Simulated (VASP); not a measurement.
# CdSe (Fm-3m) in VASP: settings compared

CdSe is run at these levels: PBE, RPBE, PBE+D3(BJ); tasks: single point.

Program: VASP 6.6.1. These are calculated values, not measurements. Logs are shortened: lines on timing, memory, paths and dates and some standing lists are left out, and cuts for length are marked.

## (1) The cell of the first run

Symmetry: Fm-3m, No. 225, cubic system. The conventional cell has a = 5.748 Å, b = 5.748 Å, c = 5.748 Å, α = 90.00°, β = 90.00°, γ = 90.00°. Within 3.8 Å of Cd (site symmetry m-3m) lie 6 Se at 2.87 Å. Se (site symmetry m-3m) has 6 Cd at 2.87 Å within 3.8 Å.

## (2) Single point, PBE

File INCAR:

```
SYSTEM = CdSe
  PREC = Accurate
  ENCUT = 520
  EDIFF = 1E-7
  ISMEAR = 0
  SIGMA = 0.1
  LREAL = .FALSE.
  LASPH = .TRUE.
  NELM = 60
  ALGO = Normal
  ISIF = 2
  LWAVE = .FALSE.
  LCHARG = .FALSE.
  GGA = PE
  NBANDS = 16
```

File KPOINTS:

```
Automatic mesh
0
G
  4 4 4
  0 0 0
```

File POSCAR:

```
CdSe
1.0
    0.0000000000      2.8739580000      2.8739580000
    2.8739580000      0.0000000000      2.8739580000
    2.8739580000      2.8739580000      0.0000000000
Cd Se
1 1
Direct
    0.0000000000      0.0000000000      0.0000000000
    0.5000000000      0.5000000000      0.5000000000
```

Potentials or basis: VASP PAW PBE potentials, release 64 (Cd, Se).

Started as:

```
> cat potpaw_PBE.64/Cd/POTCAR potpaw_PBE.64/Se/POTCAR > POTCAR
> mpirun -np 1 vasp_std > vasp.out
```

OUTCAR:

```text
SYSTEM = CdSe
   PREC = Accurate
   ENCUT = 520
   EDIFF = 1E-7
   ISMEAR = 0
   LREAL = .FALSE.
   LASPH = .TRUE.
   NELM = 60
   ISIF = 2
   GGA = PE

 ion  position               nearest neighbor table
   1  0.000  0.000  0.000-   2 2.87   2 2.87   2 2.87   2 2.87   2 2.87   2 2.87
   2  0.500  0.500  0.500-   1 2.87   1 2.87   1 2.87   1 2.87   1 2.87   1 2.87

  LATTYP: Found a face centered cubic cell.
 ALAT       =     5.7479160000

  Lattice vectors:

 A1 = (   0.0000000000,   2.8739580000,   2.8739580000)
 A2 = (   2.8739580000,   0.0000000000,   2.8739580000)
 A3 = (   2.8739580000,   2.8739580000,   0.0000000000)

Analysis of symmetry for initial positions (statically):
=====================================================================
 Subroutine PRICEL returns:
 Original cell was already a primitive cell.

 Routine SETGRP: Setting up the symmetry group for a
 face centered cubic supercell.

 Subroutine GETGRP returns: Found 48 space group operations
 (whereof 48 operations were pure point group operations)
 out of a pool of 48 trial point group operations.

The static configuration has the point symmetry O_h .

Analysis of symmetry for dynamics (positions and initial velocities):
=====================================================================
 Subroutine PRICEL returns:
 Original cell was already a primitive cell.

 Routine SETGRP: Setting up the symmetry group for a
 face centered cubic supercell.

 Subroutine GETGRP returns: Found 48 space group operations
 (whereof 48 operations were pure point group operations)
 out of a pool of 48 trial point group operations.

The dynamic configuration has the point symmetry O_h .

 Subroutine INISYM returns: Found 48 space group operations
 (whereof 48 operations are pure point group operations),
 and found     1 'primitive' translations

----------------------------------------------------------------------------------------

                                     Primitive cell

  volume of cell :      47.4757

  direct lattice vectors                    reciprocal lattice vectors
     0.000000000  2.873958000  2.873958000    -0.173976098  0.173976098  0.173976098
     2.873958000  0.000000000  2.873958000     0.173976098 -0.173976098  0.173976098
     2.873958000  2.873958000  0.000000000     0.173976098  0.173976098 -0.173976098

  length of vectors
     4.064390381  4.064390381  4.064390381     0.301335442  0.301335442  0.301335442

  position of ions in fractional coordinates (direct lattice)
     0.000000000  0.000000000  0.000000000
     0.500000000  0.500000000  0.500000000

  ion indices of the primitive-cell ions
   primitive index   ion index
                 1           1
                 2           2

----------------------------------------------------------------------------------------

 KPOINTS: Automatic mesh

Automatic generation of k-mesh.
 Grid dimensions read from file:
 generate k-points for:    4    4    4

 Generating k-lattice:

  Cartesian coordinates                     Fractional coordinates (reciprocal lattice)
    -0.043494025  0.043494025  0.043494025     0.250000000  0.000000000  0.000000000
     0.043494025 -0.043494025  0.043494025     0.000000000  0.250000000  0.000000000
     0.043494025  0.043494025 -0.043494025     0.000000000  0.000000000  0.250000000

  Length of vectors
     0.075333860  0.075333860  0.075333860

  Shift w.r.t. Gamma in fractional coordinates (k-lattice)
     0.000000000  0.000000000  0.000000000

 Subroutine IBZKPT returns following result:
 ===========================================

 Found      8 irreducible k-points:

 Following reciprocal coordinates:
            Coordinates               Weight
  0.000000  0.000000  0.000000      1.000000
  0.250000  0.000000  0.000000      8.000000
  0.500000  0.000000  0.000000      4.000000
  0.250000  0.250000  0.000000      6.000000
  0.500000  0.250000  0.000000     24.000000
 -0.250000  0.250000  0.000000     12.000000
  0.500000  0.500000  0.000000      3.000000
 -0.250000  0.500000  0.250000      6.000000
   k-points           NKPTS =      8   k-points in BZ     NKDIM =      8   number of bands    NBANDS=     16
   number of dos      NEDOS =    301   number of ions     NIONS =      2
   total plane-waves  NPLWV =  27000
   dimension x,y,z NGX =    30 NGY =   30 NGZ =   30
   dimension x,y,z NGXF=    60 NGYF=   60 NGZF=   60
   ions per type =               1   1
   NGX,Y,Z   is equivalent  to a cutoff of  12.27, 12.27, 12.27 a.u.
   NGXF,Y,Z  is equivalent  to a cutoff of  24.54, 24.54, 24.54 a.u.
 SYSTEM =  CdSe
   PREC   = accura    normal or accurate (medium, high low for compatibility)
   ISTART =      0    job   : 0-new  1-cont  2-samecut
   ICHARG =      2    charge: 1-file 2-atom 10-const
   ISPIN  =      1    spin polarized calculation?
   LNONCOLLINEAR =      F non collinear calculations
   LSORBIT =      F    spin-orbit coupling
   LASPH  =      T    aspherical Exc in radial PAW
   ENCUT  =  520.0 eV  38.22 Ry    6.18 a.u.   7.56  7.56  7.56*2*pi/ulx,y,z
   NELM   =     60;   NELMIN=  2; NELMDL= -5     # of ELM steps
   EDIFF  = 0.1E-06   stopping-criterion for ELM
   LREAL  =      F    real-space projection
   EDIFFG = 0.1E-05   stopping-criterion for IOM
   NSW    =      0    number of steps for IOM
   IBRION =     -1    ionic relax: 0-MD 1-quasi-New 2-CG
   NFREE  =      0    steps in history (QN), initial steepest desc. (CG)
   ISIF   =      2    stress and relaxation
   ISYM   =      2    0-nonsym 1-usesym 2-fastsym
   POTIM  = 0.5000    time-step for ionic-motion
   TEBEG  =    0.0;   TEEND  =   0.0 temperature during run
   PSTRESS=    0.0 pullay stress
   NELECT =      18.0000    total number of electrons
   NUPDOWN=      -1.0000    fix difference up-down
   EMIN   =  10.00;   EMAX   =-10.00  energy-range for DOS
   EFERMI =   0.00;   METHOD = LEGACY
   ISMEAR =     0;   SIGMA  =   0.10  broadening in eV -4-tet -1-fermi 0-gaus
   EFERMI_NEDOS =   21; number of points for ismear=-14 and -15
   IALGO  =     38    algorithm
   IMIX   =      4    mixing-type and parameters
     AMIX     =   0.40;   BMIX     =  1.00
     AMIX_MAG =   1.60;   BMIX_MAG =  1.00
  volume/ion in A,a.u.               =      23.74       160.19
  Fermi-wavevector in a.u.,A,eV,Ry     =   1.184882  2.239103 19.101849  1.403946
  Thomas-Fermi vector in A             =   2.321088
   LORBIT       =      0    0 simple, 1 ext, 2 COOP (PROOUT), +10 PAW based schemes
   GGA     = PE    functional components
   LHFCALC =     F    Hartree Fock is set to
   AEXX    =    0.0000 exact exchange contribution
   IVDW    =     0    specifies the selected vdW correction
   LEPSILON=     F    determine dielectric tensor
   LRPA    =     F    only Hartree local field effects (RPA)
 non-spin polarized calculation
 Gauss-broadening in eV      SIGMA  =   0.10
  energy-cutoff  :      520.00
  volume of cell :       47.48
 maximum number of plane-waves:      1298
   NGX = 15   NGY = 15   NGZ = 15

 number of electron      18.0000008 magnetization

 Free energy of the ion-electron system (eV)
  ---------------------------------------------------
  ext. energy  EPLUGINS =         0.00000000
  ---------------------------------------------------
  free energy    TOTEN  =        -5.13009361 eV

  energy without entropy =       -5.12245617  energy(sigma->0) =       -5.12627489

 E-fermi :   2.2370     XC(G=0):  -9.9904

 val. band max:        2.2125891022   @ k =   0.5000   0.0000   0.0000
 cond. band min:       2.3535921361   @ k =   0.0000   0.0000   0.0000
 fundamental gap:      0.1410030339
 Fermi energy:         2.2370476209

 k-point     1 :       0.0000    0.0000    0.0000
  band No.  band energies     occupation
      1     -10.6240      2.00000
      2      -5.6303      2.00000
      3      -5.6303      2.00000
      4      -5.6147      2.00000
      5      -5.6147      2.00000
      6      -5.6147      2.00000
[... 8 lines left out ...]
     15      12.0347      0.00000
     16      12.0347      0.00000

 k-point     2 :       0.2500    0.0000    0.0000
  band No.  band energies     occupation
      1     -10.2221      2.00000
      2      -5.7402      2.00000
      3      -5.7402      2.00000
      4      -5.6564      2.00000
      5      -5.5481      2.00000
      6      -5.5481      2.00000
[... 8 lines left out ...]
     15      12.4746      0.00000
     16      12.4746      0.00000

 k-point     3 :       0.5000    0.0000    0.0000
  band No.  band energies     occupation
      1      -9.7213      2.00000
      2      -5.8474      2.00000
      3      -5.8474      2.00000
      4      -5.7592      2.00000
      5      -5.4782      2.00000
      6      -5.4782      2.00000
[... 8 lines left out ...]
     15      15.1246      0.00000
     16      15.1246      0.00000

 k-point     4 :       0.2500    0.2500    0.0000
  band No.  band energies     occupation
      1     -10.1657      2.00000
      2      -5.7118      2.00000
      3      -5.6665      2.00000
      4      -5.5924      2.00000
      5      -5.5367      2.00000
      6      -5.5367      2.00000
[... 8 lines left out ...]
     15      14.7906      0.00000
     16      15.5493      0.00000

 k-point     5 :       0.5000    0.2500    0.0000
  band No.  band energies     occupation
      1      -9.7927      2.00000
      2      -5.7046      2.00000
      3      -5.6818      2.00000
      4      -5.5791      2.00000
      5      -5.4594      2.00000
      6      -5.3887      2.00000
[... 8 lines left out ...]
     15      15.6565      0.00000
     16      16.1391      0.00000

 k-point     6 :      -0.2500    0.2500    0.0000
  band No.  band energies     occupation
      1      -9.8479      2.00000
      2      -5.8065      2.00000
      3      -5.7348      2.00000
      4      -5.6232      2.00000
      5      -5.5147      2.00000
      6      -5.4314      2.00000
[... 8 lines left out ...]
     15      14.8393      0.00000
     16      15.1265      0.00000

 k-point     7 :       0.5000    0.5000    0.0000
  band No.  band energies     occupation
      1      -9.8527      2.00000
      2      -5.7186      2.00000
      3      -5.5543      2.00000
      4      -5.4283      2.00000
      5      -5.4283      2.00000
      6      -4.9533      2.00000
[... 8 lines left out ...]
     15      16.5774      0.00000
     16      17.1293      0.00000

 k-point     8 :      -0.2500    0.5000    0.2500
  band No.  band energies     occupation
      1      -9.7423      2.00000
      2      -5.7285      2.00000
      3      -5.6049      2.00000
      4      -5.6049      2.00000
      5      -5.4283      2.00000
      6      -5.0907      2.00000
[... 8 lines left out ...]
     15      14.2125      0.00000
     16      17.1375      0.00000

------------------------ aborting loop because EDIFF is reached ----------------------------------------

  FORCE on cell =-STRESS in cart. coord.  units (eV):
  Direction    XX          YY          ZZ          XY          YZ          ZX
  --------------------------------------------------------------------------------------
  -------------------------------------------------------------------------------------
  Total        0.1091765      0.1091765      0.1091765     -0.0000000     -0.0000000      0.0000000
  in kB        3.6844139      3.6844139      3.6844139     -0.0000000     -0.0000000      0.0000000
  external PRESSURE =       3.6844139 kB  Pullay stress =       0.0000000 kB

 VOLUME and BASIS-vectors are now :
 -----------------------------------------------------------------------------
  energy-cutoff  :      520.00
  volume of cell :       47.48
      direct lattice vectors                 reciprocal lattice vectors
     0.000000000  2.873958000  2.873958000    -0.173976098  0.173976098  0.173976098
     2.873958000  0.000000000  2.873958000     0.173976098 -0.173976098  0.173976098
     2.873958000  2.873958000  0.000000000     0.173976098  0.173976098 -0.173976098

 POSITION                                       TOTAL-FORCE (eV/Angst)
 -----------------------------------------------------------------------------------
      0.00000      0.00000      0.00000         0.000000     -0.000000     -0.000000
      2.87396      2.87396      2.87396        -0.000000      0.000000      0.000000
 -----------------------------------------------------------------------------------
    total drift:                               -0.000000      0.000000      0.000000

  FREE ENERGIE OF THE ION-ELECTRON SYSTEM (eV)
  ---------------------------------------------------
  free  energy   TOTEN  =        -5.1300936114 eV

  energy  without entropy=       -5.1224561709  energy(sigma->0) =       -5.12627489
```

It used 6.3 s of CPU time on 1 thread of AMD EPYC 7R13 Processor (Zen 3), on a shared host.

What came out:

* Free energy: -5.1301 eV
* Pressure: 0.4 GPa
* Band gap on the k mesh: zero (band 9 reaches 2.21 eV, above the bottom of band 10 at 1.83 eV)

Caveat: the k points lie up to 0.47 Å⁻¹ apart.

## (3) Single point, RPBE

File INCAR:

```
ALGO     = Normal         # electronic algorithm
EDIFF    = 1E-6           # SCF threshold, eV
ENCUT    = 520            # plane-wave cutoff, eV
GGA      = RP             # functional
ISIF     = 2              # what is computed and relaxed
ISMEAR   = -4             # smearing method
LASPH    = T              # aspherical terms in the spheres
LCHARG   = F              # write CHGCAR
LREAL    = F              # projectors in reciprocal space
LWAVE    = F              # write WAVECAR
NBANDS   = 16             # bands
NELECT   = 18.5         
NELM     = 80             # most SCF steps
PREC     = Accurate       # precision mode
SIGMA    = 0.1            # smearing width, eV
```

File KPOINTS:

```
k-points
0
Gamma
  4 4 4
```

File POSCAR:

```
CdSe
1.0
    0.0000000000      2.8739580000      2.8739580000
    2.8739580000      0.0000000000      2.8739580000
    2.8739580000      2.8739580000      0.0000000000
Cd Se
1 1
Direct
    0.2430000000      0.6220000000      0.3850000000
    0.7430000000      1.1220000000      0.8850000000
```

Potentials or basis: VASP PAW PBE potentials, release 64 (Cd, Se).

Started as:

```
> cat potpaw_PBE.64/Cd/POTCAR potpaw_PBE.64/Se/POTCAR > POTCAR
> mpirun -np 1 vasp_std > vasp.out
```

OUTCAR:

```text
EDIFF = 1E-6
   ENCUT = 520
   GGA = RP
   ISIF = 2
   ISMEAR = -4
   LASPH = T
   LREAL = F
   NELECT = 18.5
   NELM = 80
   PREC = Accurate

 ion  position               nearest neighbor table
   1  0.243  0.622  0.385-   2 2.87   2 2.87   2 2.87   2 2.87   2 2.87   2 2.87
   2  0.743  0.122  0.885-   1 2.87   1 2.87   1 2.87   1 2.87   1 2.87   1 2.87

  LATTYP: Found a face centered cubic cell.
 ALAT       =     5.7479160000

  Lattice vectors:
[... 323 lines left out ...]
     16      17.0823      0.00000

------------------------ aborting loop because EDIFF is reached ----------------------------------------

  FORCE on cell =-STRESS in cart. coord.  units (eV):
  Direction    XX          YY          ZZ          XY          YZ          ZX
  --------------------------------------------------------------------------------------
  -------------------------------------------------------------------------------------
  Total        5.8639924      5.8639924      5.8639924     -0.0000000     -0.0000000      0.0000000
  in kB      197.8940486    197.8940486    197.8940486     -0.0000000     -0.0000000      0.0000000
  external PRESSURE =     197.8940486 kB  Pullay stress =       0.0000000 kB

 VOLUME and BASIS-vectors are now :
 -----------------------------------------------------------------------------
  energy-cutoff  :      520.00
  volume of cell :       47.48
      direct lattice vectors                 reciprocal lattice vectors
     0.000000000  2.873958000  2.873958000    -0.173976098  0.173976098  0.173976098
     2.873958000  0.000000000  2.873958000     0.173976098 -0.173976098  0.173976098
     2.873958000  2.873958000  0.000000000     0.173976098  0.173976098 -0.173976098

 POSITION                                       TOTAL-FORCE (eV/Angst)
 -----------------------------------------------------------------------------------
      2.89408      1.80485      2.48597         0.000000      0.000000     -0.000000
      2.89408      4.67880      2.48597         0.000000      0.000000      0.000000
 -----------------------------------------------------------------------------------
    total drift:                               -0.000015      0.000008      0.000002

  FREE ENERGIE OF THE ION-ELECTRON SYSTEM (eV)
  ---------------------------------------------------
  free  energy   TOTEN  =        -2.3601245925 eV

  energy  without entropy=       -2.3601245925  energy(sigma->0) =       -2.36012459
```

stdout:

```text
POSCAR found type information on POSCAR CdSe
 POSCAR found :  2 types and       2 ions
 scaLAPACK will be used
 -----------------------------------------------------------------------------
[... 26 lines left out ...]
|     Tetrahedron method does not include variations of the Fermi             |
|     occupations, so forces and stress will be inaccurate. We suggest        |
|     using a different smearing scheme ISMEAR = 1 or 2 for metals in         |
|     relaxations.                                                            |
|                                                                             |
 -----------------------------------------------------------------------------
```

It used 5.8 s of CPU time on 1 thread of AMD EPYC 7R13 Processor (Zen 3) (shared host).

What came out:

```
Free energy : -2.3601 eV
```

Levels at points of the mesh, in eV from the Fermi level:
| k point | band 7 | band 8 | band 9 | band 10 | band 11 | band 12 |
| --- | --- | --- | --- | --- | --- | --- |
| (0.00, 0.00, 0.00) | -2.80 | -2.80 | -2.80 | -2.07 | 6.31 | 6.31 |
| (0.50, 0.00, 0.00) | -7.14 | -2.24 | -2.24 | 0.74 | 3.01 | 3.01 |
| (0.50, 0.50, 0.00) | -6.34 | -4.27 | -4.27 | -2.62 | 3.12 | 7.51 |

Caveat: the k points lie up to 0.47 Å⁻¹ apart; the cell carries a net charge on a neutralising background, which shifts energy and pressure; the cell is charged against a uniform background, so pressure and absolute levels hang on convention; the PAW data sets were made with another functional, which shifts forces and pressure a little.

## (4) Single point, PBE+D3(BJ)

File INCAR:

```
SYSTEM = CdSe
PREC     = Accurate       ! precision mode
ENCUT    = 520            ! plane-wave cutoff, eV
EDIFF    = 1E-6           ! SCF threshold, eV
ISMEAR   = 0              ! smearing method
SIGMA    = 0.1            ! smearing width, eV
LREAL    = .FALSE.        ! projectors in reciprocal space
LASPH    = .TRUE.         ! aspherical terms in the spheres
NELM     = 100            ! most SCF steps
ALGO     = Normal         ! electronic algorithm
ISIF     = 2              ! what is computed and relaxed
LWAVE    = .FALSE.        ! write WAVECAR
LCHARG   = .TRUE.         ! write CHGCAR
GGA      = PE             ! functional
IVDW     = 12             ! dispersion correction
LELF     = .TRUE.         ! ELF
LVHAR    = .TRUE.       
NBANDS   = 16             ! bands
NELECT   = 17.9
```

File KPOINTS:

```
Automatic mesh
0
G
  4 4 4
  0 0 0
```

File POSCAR:

```
CdSe
1.0
    0.0000000000      2.8739580000      2.8739580000
    2.8739580000      0.0000000000      2.8739580000
    2.8739580000      2.8739580000      0.0000000000
Cd Se
1 1
Direct
    0.0000000000      0.0000000000      0.0000000000
    0.5000000000      0.5000000000      0.5000000000
```

Started as:

```
> cat potpaw_PBE.64/Cd/POTCAR potpaw_PBE.64/Se/POTCAR > POTCAR
> mpirun -np 1 vasp_std > vasp.out
```

It used 6.5 s of CPU time on 1 thread of AMD EPYC 7R13 Processor (Zen 3), with other jobs on the host.

Results (log left out):

| Item | Value |
| --- | --- |
| Free energy | -6.1246 eV |
| Dispersion energy per atom | -0.388 eV |

Levels at points of the mesh, in eV from the Fermi level:
```
           k point  band 7  band 8  band 9  band 10  band 11  band 12
(0.00, 0.00, 0.00)   -0.53   -0.53   -0.53     0.22     8.80     8.80
(0.50, 0.00, 0.00)   -4.79    0.03    0.03     3.20     5.43     5.43
(0.50, 0.50, 0.00)   -3.94   -1.94   -1.94    -0.28     5.66     9.83
```

Caveat: the k points lie up to 0.47 Å⁻¹ apart; the cell carries a net charge on a neutralising background, which shifts energy and pressure; the cell is charged against a uniform background, so pressure and absolute levels hang on convention; pairwise dispersion overbinds metals, which lowers pressure and volume.
